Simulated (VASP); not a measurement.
Crystal: Zn3BH3.

```
Zn B H
1.0
     3.91265    0.00000    0.00000
    -1.95633    3.38846    0.00000
     0.00000    0.00000    6.76619
Zn B H
3 1 3
Cartesian
  0.0000 2.2590 1.5217
  0.0000 2.2590 5.2444
  0.0000 2.2590 3.3831
  0.0000 2.2590 0.0000
  1.9563 1.1295 4.9738
  1.9563 1.1295 1.7924
  0.0000 0.0000 3.3831
```

The cell was generated, and may not be a known phase.

| Property | Result |
| --- | --- |
| Program | VASP 6.6.1 |
| Task | relaxation of cell and atoms |
| Functional | PBE |
| Potentials or basis | VASP PAW PBE potentials, release 64 (Zn, B, H) |
| Cutoff | 500 eV |
| k mesh | 6 × 6 × 4 |
| Occupations | gaussian, width 0.1 eV |
| Spin | no spin polarisation |

At the start: pressure 44.3 GPa; volume 12.82 Å³/atom.

Q: Where does the relaxation end?

A: Over 20 steps the energy falls by 1799.5 meV/atom and the volume is 10.99 Å³/atom (-14.3 %); space group P-6m2 (No. 187, to 0.1 Å) before and after.

Step by step:
```tsv
step	energy change (eV)	largest force (eV/Å)	pressure (GPa)	volume (Å³)
1	0.0000	5.0634	44.29	89.71
2	-8.4737	0.9615	-11.53	131.37
3	-9.4867	2.7901	-4.15	112.17
4	-9.5047	2.4440	-6.38	116.23
5	-9.5175	2.5411	-5.85	115.11
6	-10.5593	1.6199	-7.52	107.32
7	-11.8917	0.7069	-6.89	93.81
8	-11.4525	2.2011	17.98	68.03
9	-12.4119	0.2996	-3.17	84.85
10	-12.4754	0.4304	-0.21	80.78
11	-12.4743	0.3654	-0.75	81.44
12	-12.5097	0.3510	-0.88	80.16
13	-12.5106	0.3512	-0.88	79.94
14	-12.5418	0.3191	0.37	78.10
15	-12.5558	0.2677	2.51	75.34
16	-12.5751	0.1814	2.02	75.41
17	-12.5925	0.0124	0.93	75.55
18	-12.5957	0.0082	0.41	76.21
19	-12.5966	0.0186	-0.29	77.16
20	-12.5968	0.0136	-0.09	76.90
```

Final structure:
```
Zn B H
1.0
     3.00984    0.00000    0.00000
    -1.50492    2.60660    0.00000
     0.00000    0.00000    9.80135
Zn B H
3 1 3
Direct
  0.33333 0.66667 0.20636
  0.33333 0.66667 0.79364
  0.33333 0.66667 0.50000
  0.33333 0.66667 0.00000
  0.66667 0.33333 0.71214
  0.66667 0.33333 0.28786
  0.00000 0.00000 0.50000
```

Caveat: a cell axis changed by over 15 % at a fixed basis, so the end point is rough.
